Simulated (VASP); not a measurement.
A run of VASP 6.6.1 is set up as follows.

INCAR

```
ALGO = Normal
EDIFF = 1E-6
ENCUT = 520
GGA = PE
ISIF = 2
ISMEAR = 0
LASPH = T
LCHARG = F
LREAL = F
LWAVE = F
NBANDS = 30
NELM = 60
PREC = Accurate
SIGMA = 0.1
```

Contents of KPOINTS:

```
k-points
0
Gamma
  6 6 4
```

Contents of POSCAR:

```
Sc2TaO2
1.0
    4.7434539600      0.0000000000      0.0000000000
   -2.3717269800      4.1079516300      0.0000000000
    0.0000000000      0.0000000000      4.4755110600
Sc Ta O
2 1 2
Direct
    0.3333333300      0.6666666700      0.2820778300
    0.6666666700      0.3333333300      0.2820778300
    0.0000000000      0.0000000000      0.8121155000
    0.3333333300      0.6666666700      0.7357936500
    0.6666666700      0.3333333300      0.7357936500
```

Potentials or basis: VASP PAW PBE potentials, release 64 (Sc_sv, Ta_pv, O).

Launch:

```sh
$ cat potpaw_PBE.64/Sc_sv/POTCAR potpaw_PBE.64/Ta_pv/POTCAR potpaw_PBE.64/O/POTCAR > POTCAR
$ mpirun -np 1 vasp_std > vasp.out
```

(1) Estimate the band gap on the k mesh.

(2) What does it give for the pressure?

Answers

(1) zero (an odd number of electrons rules out a gap without spin polarisation).

(2) -17.5 GPa.

Caveat: the cell stands under tension; spin-orbit coupling is left out, which moves the levels of the heavy elements; an odd number of electrons without spin polarisation forces a metal; a magnetic or distorted state may lie lower.
